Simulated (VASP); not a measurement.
Runs of VASP 6.6.1 on HfO2. The structure is that of space group Fm-3m (No. 225), or close to it. The cells are those of the table. 

```csv
cell,gap on the mesh (eV),pressure (GPa)
"a = 3.605 Å, angles 60.0°, 3 atoms",(c),-3.7
"a = 3.581, b = 3.533, c = 3.509 Å, angles 61.1, 59.8, 59.1°, 3 atoms",3.48,10.8
"a = 3.533, b = 3.533, c = 3.461 Å, angles 60.7, 60.7, 58.6°, 3 atoms",3.53,19.5
"a = 3.629, b = 3.605 Å, angles 60.2, 59.6, 60.2°, 3 atoms",(b),-6.7
"a = 3.581, b = 3.581, c = 3.557 Å, angles 60.2, 60.2, 59.6°, 3 atoms",3.77,(a)
```

Alike in all rows: task single point; level PBE; potentials or basis VASP PAW PBE potentials, release 64 (Hf_pv, O); no spin polarisation; k mesh 8 × 8 × 8; cutoff (eV) 520; smearing gaussian 0.05 eV.

**Question.** Fill in the values left out.

**Answer.** (a) 3.1; (b) 3.67; (c) 3.76.

Caveats: spin-orbit coupling is left out, which moves the levels of the heavy elements.

A k mesh can miss the band edges, and the runs leave out spin-orbit coupling on Hf.
